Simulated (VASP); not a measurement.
# Ba (Im-3m) in VASP: a series of runs, part 2 of 2

VASP 6.6.1. Earlier steps stand in the parts before.

### 3 Single point, LDA (55.24 Å³/atom)

This run uses another cell than the first one, of 55.24 Å³/atom.

INCAR

```
SYSTEM = Ba
  PREC = Accurate
  ENCUT = 520
  EDIFF = 1E-6
  ISMEAR = 0
  SIGMA = 0.1
  LREAL = .False.
  LASPH = .True.
  NELM = 60
  ALGO = Fast
  ISIF = 2
  LWAVE = .False.
  LCHARG = .False.
  GGA = CA
  NBANDS = 11
```

KPOINTS

```
Automatic mesh
0
Gamma
  12 12 12
  0 0 0
```

POSCAR

```
Ba
1.0
   -2.3992234287      2.3992234287      2.3992234287
    2.3992234287     -2.3992234287      2.3992234287
    2.3992234287      2.3992234287     -2.3992234287
Ba
1
Direct
    0.0000000000      0.0000000000      0.0000000000
```

Potentials or basis: VASP PAW LDA potentials, release 64 (Ba_sv).

On the command line:

```bash
> cat potpaw_LDA.64/Ba_sv/POTCAR > POTCAR
> mpirun -np 1 vasp_std > vasp.out
```

Run time: 51 s. Hardware: 1 thread of Intel Xeon 8259CL, shared host; peak memory 0.18 GiB.

It converged, with:

```yaml
Free_energy: -2.2526 eV
Pressure: -0.2 GPa
Band_gap_on_the_k_mesh: zero (bands 5 and 6 overlap by 1.39 eV)
```

Levels at points of the mesh, in eV from the Fermi level:
```csv
k point,band 1,band 2,band 3,band 4,band 5,band 6,band 7,band 8,band 9,band 10
"(0.00, 0.00, 0.00)",-28.62,-13.48,-13.48,-13.48,-2.80,1.90,1.90,1.90,3.55,3.55
"(0.50, 0.00, 0.00)",-28.54,-14.19,-13.70,-13.49,-1.00,0.61,1.77,3.54,4.20,5.93
"(0.50, 0.50, 0.50)",-28.48,-13.96,-13.96,-13.96,-0.73,-0.73,5.05,5.05,5.05,5.32
```

Caveat: spin-orbit coupling is left out, which moves the levels of the heavy elements.

### 4 Single point, LDA (56.85 Å³/atom)

This run uses another cell than the first one, of 56.85 Å³/atom.

INCAR

```
PREC = Accurate
ENCUT = 520
EDIFF = 1E-6
ISMEAR = 0
SIGMA = 0.1
LREAL = False
LASPH = True
NELM = 100
ALGO = Normal
ISIF = 2
LWAVE = False
LCHARG = True
GGA = CA
LELF = True
LVHAR = True
NBANDS = 11
```

KPOINTS

```
regular mesh
0
Gamma
  12 12 12
```

POSCAR

```
Ba
1.0
   -2.4222943000      2.4222943000      2.4222943000
    2.4222943000     -2.4222943000      2.4222943000
    2.4222943000      2.4222943000     -2.4222943000
Ba
1
Direct
    0.0000000000      0.0000000000      0.0000000000
```

On the command line:

```bash
> cat potpaw_LDA.64/Ba_sv/POTCAR > POTCAR
> mpirun -np 1 vasp_std > vasp.out
```

Wall time 40 s (1 thread of Intel Xeon 8259CL, shared host); peak memory 0.18 GiB.

It converged, with:

```
Free energy            : -2.2492 eV
Pressure               : -0.5 GPa
Band gap on the k mesh : zero (bands 5 and 6 overlap by 1.31 eV)
```

Levels at points of the mesh, in eV from the Fermi level:
```
           k point  band 1  band 2  band 3  band 4  band 5  band 6  band 7  band 8  band 9  band 10
(0.00, 0.00, 0.00)  -28.66  -13.55  -13.55  -13.55   -2.80    1.87    1.87    1.87    3.47     3.47
(0.50, 0.00, 0.00)  -28.59  -14.20  -13.75  -13.55   -0.98    0.62    1.66    3.45    4.09     5.76
(0.50, 0.50, 0.50)  -28.54  -13.99  -13.99  -13.99   -0.69   -0.69    4.89    4.89    4.89     5.18
```

Caveat: spin-orbit coupling is left out, which moves the levels of the heavy elements.

### 5 Single point, LDA (58.46 Å³/atom)

This run uses another cell than the first one, of 58.46 Å³/atom.

INCAR

```
SYSTEM = Ba
ALGO = Fast ; EDIFF = 1E-6
ENCUT = 520 ; GGA = CA
ISIF = 2 ; ISMEAR = 0
LASPH = .True. ; LCHARG = .True.
LELF = .True. ; LREAL = .False.
LVHAR = .True. ; LWAVE = .False.
NBANDS = 11 ; NELM = 100
PREC = Accurate ; SIGMA = 0.1
```

KPOINTS

```
k-points
0
Gamma
  12 12 12
  0 0 0
```

POSCAR

```
Ba
1.0
   -2.4449338767      2.4449338767      2.4449338767
    2.4449338767     -2.4449338767      2.4449338767
    2.4449338767      2.4449338767     -2.4449338767
Ba
1
Direct
    0.0000000000      0.0000000000      0.0000000000
```

Potentials or basis: VASP PAW LDA potentials, release 64 (Ba_sv).

On the command line:

```bash
> cat potpaw_LDA.64/Ba_sv/POTCAR > POTCAR
> mpirun -np 1 vasp_std > vasp.out
```

OUTCAR:

```text
SYSTEM = Ba
   EDIFF = 1E-6
   ENCUT = 520
   GGA = CA
   ISIF = 2
   ISMEAR = 0
   LASPH = .True.
   LREAL = .False.
   NELM = 100
   PREC = Accurate

 ion  position               nearest neighbor table
   1  0.000  0.000  0.000-

  LATTYP: Found a body centered cubic cell.
 ALAT       =     4.8898677534

  Lattice vectors:

 A1 = (  -2.4449338767,   2.4449338767,   2.4449338767)
 A2 = (   2.4449338767,  -2.4449338767,   2.4449338767)
[... 507 lines left out ...]
      2     -12.4869      2.00000
      3     -12.1488      2.00000
      4     -11.9756      2.00000
      5       1.0189      2.00000
      6       2.2335      0.00000
      7       3.0277      0.00000
      8       5.1833      0.00000
      9       5.7010      0.00000
     10       7.5805      0.00000
     11       7.7592      0.00000

 [... further k-points ...]
[... 5 lines left out ...]
  --------------------------------------------------------------------------------------
  -------------------------------------------------------------------------------------
  Total       -0.2657313     -0.2657313     -0.2657313     -0.0000000     -0.0000000      0.0000000
  in kB       -7.2826928     -7.2826928     -7.2826928     -0.0000000     -0.0000000      0.0000000
  external PRESSURE =      -7.2826928 kB  Pullay stress =       0.0000000 kB

 VOLUME and BASIS-vectors are now :
 -----------------------------------------------------------------------------
  energy-cutoff  :      520.00
  volume of cell :       58.46
      direct lattice vectors                 reciprocal lattice vectors
    -2.444933877  2.444933877  2.444933877     0.000000000  0.204504508  0.204504508
     2.444933877 -2.444933877  2.444933877     0.204504508  0.000000000  0.204504508
     2.444933877  2.444933877 -2.444933877     0.204504508  0.204504508  0.000000000

 POSITION                                       TOTAL-FORCE (eV/Angst)
 -----------------------------------------------------------------------------------
      0.00000      0.00000      0.00000        -0.000000      0.000000     -0.000000
 -----------------------------------------------------------------------------------
    total drift:                               -0.000000      0.000000      0.000000

  FREE ENERGIE OF THE ION-ELECTRON SYSTEM (eV)
  ---------------------------------------------------
  free  energy   TOTEN  =        -2.2431123170 eV

  energy  without entropy=       -2.2364306263  energy(sigma->0) =       -2.23977147
```

OSZICAR:

```text
N       E                     dE             d eps       ncg     rms          rms(c)
DAV:   1     0.552696131765E+02    0.55270E+02   -0.43554E+03  1584   0.763E+02
DAV:   2     0.470880626516E+00   -0.54799E+02   -0.53201E+02  1929   0.138E+02
DAV:   3    -0.216517664203E+01   -0.26361E+01   -0.26182E+01  2003   0.313E+01
DAV:   4    -0.224819801273E+01   -0.83021E-01   -0.82748E-01  2093   0.508E+00
DAV:   5    -0.225116026368E+01   -0.29623E-02   -0.29616E-02  2164   0.719E-01    0.183E+00
RMM:   6    -0.224587533826E+01    0.52849E-02   -0.34691E-03  1721   0.575E-01    0.109E+00
RMM:   7    -0.224283650837E+01    0.30388E-02   -0.99713E-03  1981   0.908E-01    0.460E-02
RMM:   8    -0.224306273696E+01   -0.22623E-03   -0.15974E-03  2278   0.214E-01    0.294E-02
RMM:   9    -0.224310842079E+01   -0.45684E-04   -0.28713E-04  2363   0.760E-02    0.113E-02
RMM:  10    -0.224311173737E+01   -0.33166E-05   -0.32766E-05  2322   0.245E-02    0.400E-03
RMM:  11    -0.224311231700E+01   -0.57962E-06   -0.55207E-06  1742   0.102E-02
   1 F= -.22431123E+01 E0= -.22397715E+01  d E =-.668169E-02
```

Run time: 51 s. Hardware: 1 thread of Intel Xeon 8259CL, shared host; peak memory 0.18 GiB.

What came out:

```yaml
Free_energy: -2.2431 eV
Pressure: -0.7 GPa
Band_gap_on_the_k_mesh: zero (bands 5 and 6 overlap by 1.24 eV)
```

Caveat: spin-orbit coupling is left out, which moves the levels of the heavy elements.

### 6 Relaxation of cell and atoms, LDA

INCAR

```
ALGO = Fast ; EDIFF = 1E-7
EDIFFG = -0.002 ; ENCUT = 600
IBRION = 2 ; ISIF = 3
ISMEAR = 0 ; LASPH = T
LCHARG = F ; LREAL = F
LWAVE = F ; NELM = 80
NSW = 100 ; PREC = Accurate
SIGMA = 0.1
```

KPOINTS

```
k-points
0
Gamma
  12 12 12
```

POSCAR

```
Ba
1.0
   -2.3757001155      2.3757001155      2.3757001155
    2.3757001155     -2.3757001155      2.3757001155
    2.3757001155      2.3757001155     -2.3757001155
Ba
1
Direct
    0.0000000000      0.0000000000      0.0000000000
```

Potentials or basis: VASP PAW LDA potentials, release 64 (Ba_sv).

On the command line:

```bash
> cat potpaw_LDA.64/Ba_sv/POTCAR > POTCAR
> mpirun -np 1 vasp_std > vasp.out
```

Wall time 4.9 min (1 thread of Intel Xeon 8259CL, shared host); peak memory 0.21 GiB.

It converged, with:

* Free energy: -2.2534 eV
* Relaxed volume: 54.08 Å³/atom
* Relaxed cell: a = 4.126 Å, b = 4.126 Å, c = 4.126 Å, α = 109.47°, β = 109.47°, γ = 109.47°
* Space group after relaxing (to 0.1 Å): Im-3m (No. 229)
* Energy gained by relaxing: 0.1 meV/atom
* Ionic steps: 7
* Pressure after relaxing: 0.0 GPa
* Band gap on the k mesh: zero (bands 5 and 6 overlap by 1.45 eV)

Step by step:
```tsv
step	energy change (eV)	largest force (eV/Å)	pressure (GPa)	volume (Å³)
1	0.0000	0.0000	0.09	53.63
2	-0.0001	0.0000	0.02	53.88
3	-0.0001	0.0000	0.04	53.91
4	-0.0001	0.0000	0.02	53.97
5	-0.0001	0.0000	-0.01	54.09
6	-0.0001	0.0000	0.01	54.06
7	-0.0001	0.0000	0.00	54.08
```

Final structure:
```yaml
crystal:
  lattice:
    - [-2.38226, 2.38226, 2.38226]
    - [2.38226, -2.38226, 2.38226]
    - [2.38226, 2.38226, -2.38226]
  atoms:
    - { symbol: Ba, position: [0.00000, 0.00000, 0.00000] }
```

Levels at points of the mesh, in eV from the Fermi level:
```csv
k point,band 3,band 4,band 5,band 6,band 7,band 8
"(0.00, 0.00, 0.00)",-13.43,-13.43,-2.81,1.92,1.92,1.92
"(0.50, 0.00, 0.00)",-13.67,-13.44,-1.02,0.60,1.85,3.61
"(0.50, 0.50, 0.50)",-13.94,-13.94,-0.77,-0.77,5.17,5.17
```

Caveat: spin-orbit coupling is left out, which moves the levels of the heavy elements.

### 7 Overview

| task | cell | cutoff (eV) | gap on the mesh (eV) | pressure (GPa) |
| --- | --- | --- | --- | --- |
| single point | a = 4.115 Å, angles 109.5°, 1 atom | 520 | none | 0.1 |
| single point | a = 4.156 Å, angles 109.5°, 1 atom | 520 | none | -0.2 |
| single point | a = 4.196 Å, angles 109.5°, 1 atom | 520 | none | -0.5 |
| single point | a = 4.235 Å, angles 109.5°, 1 atom | 520 | none | -0.7 |
| relaxation of cell and atoms | relaxed from a = 4.115 Å, angles 109.5°, 1 atom | 600 | none | 0.0 |

Alike in all rows: level LDA; potentials or basis VASP PAW LDA potentials, release 64 (Ba_sv); no spin polarisation; k mesh 12 × 12 × 12; smearing gaussian 0.1 eV.

Caveats: spin-orbit coupling is left out, which moves the levels of the heavy elements.

Total energies depend on the potentials used, so only differences within one code and one set of settings carry meaning.
